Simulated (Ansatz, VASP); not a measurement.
**Ga5N2: VASP beside Ansatz**

```
Ga N
1.0
     5.71040    0.00000    0.00000
    -2.85520    4.94535    0.00000
     0.00000    0.00000    4.67399
Ga N
5 2
Cartesian
  2.8552 0.0000 0.0000
  -1.4276 2.4727 0.0000
  1.4276 2.4727 0.0000
  0.0000 3.2969 2.3370
  2.8552 1.6485 2.3370
  0.0000 0.0000 2.8957
  0.0000 0.0000 1.7783
```

Alike in both runs: task relaxation of cell and atoms; functional PBE; k mesh 12 × 12 × 8; occupations gaussian, width 0.1 eV; no spin polarisation.

```csv
,VASP,Ansatz
version,VASP 6.6.1,Ansatz 0.2.0
potentials or method,"VASP PAW PBE potentials, release 64 (Ga_d, N), cutoff 600 eV","scalar-relativistic, plane waves, PAW"
valence electrons in the cell,75,75
```

|  | VASP | Ansatz | Ansatz less VASP |
| --- | --- | --- | --- |
| gap on the k mesh at the Fermi level, each at its own relaxed structure (eV) | none | none | - |
| relaxed volume (Å³/atom) | 19.13 | 19.19 | +0.061 |
| relaxed length of the cell vector where the two differ most in proportion (Å) | 5.721 | 5.730 | +0.0088 |

A gap of «none» marks a metal or a gap that the smearing closes.

Noted on VASP's run: the standard files for N, O and F lose accuracy on very short bonds.
